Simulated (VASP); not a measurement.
Input of a VASP 6.6.1 run:

File POSCAR:

```
Sn
1.0
    0.0000000000      3.2713885955      3.2713885955
    3.2713885955      0.0000000000      3.2713885955
    3.2713885955      3.2713885955      0.0000000000
Sn
2
Direct
    0.0000000000      0.0000000000      0.0000000000
    0.2500000000      0.2500000000      0.2500000000
```

The input INCAR.step1:

```
SYSTEM = Sn
PREC = Accurate ; ENCUT = 520
ISMEAR = 0 ; SIGMA = 0.1
LREAL = .FALSE. ; LASPH = .TRUE.
NELM = 80 ; NBANDS = 21
GGA = PE ; ALGO = Normal
EDIFF = 1E-4 ; LWAVE = .TRUE.
LCHARG = .FALSE.
```

File INCAR.step2:

```
SYSTEM = Sn
PREC = Accurate ; ENCUT = 520
EDIFF = 1E-6 ; ISMEAR = 0
SIGMA = 0.1 ; LREAL = .FALSE.
LASPH = .TRUE. ; NELM = 80
ALGO = Normal ; ISIF = 2
LWAVE = .FALSE. ; LCHARG = .FALSE.
METAGGA = R2SCAN ; LMIXTAU = .TRUE.
IVDW = 12 ; VDW_S6 = 1.0
VDW_S8 = 0.78981345 ; VDW_A1 = 0.49484001
VDW_A2 = 5.73083694 ; NBANDS = 21
ISTART = 1
```

Contents of KPOINTS:

```
Automatic mesh
0
G
  6 6 6
  0 0 0
```

Potentials or basis: VASP PAW PBE potentials, release 64 (Sn_d).

Launch:

```sh
$ cat potpaw_PBE.64/Sn_d/POTCAR > POTCAR
$ cp INCAR.step1 INCAR
$ mpirun -np 1 vasp_std > vasp.out
$ cp INCAR.step2 INCAR
$ mpirun -np 1 vasp_std > vasp.out
```

Q: Estimate the pressure.

A: -0.1 GPa.

Q: Predict the dispersion energy per atom.

A: -0.143 eV.

Caveat: three body term missing; the PAW data sets were made with another functional, which shifts forces and pressure a little.
